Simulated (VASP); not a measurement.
A run of VASP 6.6.1 is set up as follows.

File INCAR:

```
SYSTEM = Cu
PREC = Accurate ; ENCUT = 700
EDIFF = 1E-6 ; ISMEAR = -1
SIGMA = 0.05 ; LREAL = .FALSE.
LASPH = .TRUE. ; NELM = 120
ALGO = Normal ; ISIF = 2
LWAVE = .FALSE. ; LCHARG = .FALSE.
GGA = PE ; NBANDS = 46
GGA_COMPAT = .FALSE.
```

KPOINTS

```
regular mesh
0
G
  12 12 4
  0 0 0
```

Contents of POSCAR:

```
Cu
1.0
    2.5475245418      0.0000000000      0.0000000000
   -1.2737622710      2.2062209700      0.0000000000
    0.0000000000      0.0000000000      8.3165306817
Cu
4
Direct
    0.6666666667      0.3333333333      0.7500000000
    0.0000000000      0.0000000000      0.5000000000
    0.3333333333      0.6666666667      0.2500000000
    0.0000000000      0.0000000000      0.0000000000
```

Potentials or basis: VASP PAW PBE potentials, release 64 (Cu_sv_GW).

Run with:

```sh
$ cat potpaw_PBE.64/Cu_sv_GW/POTCAR > POTCAR
$ mpirun -np 1 vasp_std > vasp.out
```

Problem. Estimate the pressure.

Solution. -0.7 GPa.

Problem. Estimate the band gap on the k mesh.

Solution. Zero (band 38 reaches 11.08 eV, above the bottom of band 39 at 5.96 eV).

Stress tensor (GPa, compression positive):
```
-0.53  0.00  0.00
 0.00 -0.53  0.00
 0.00  0.00 -1.01
```
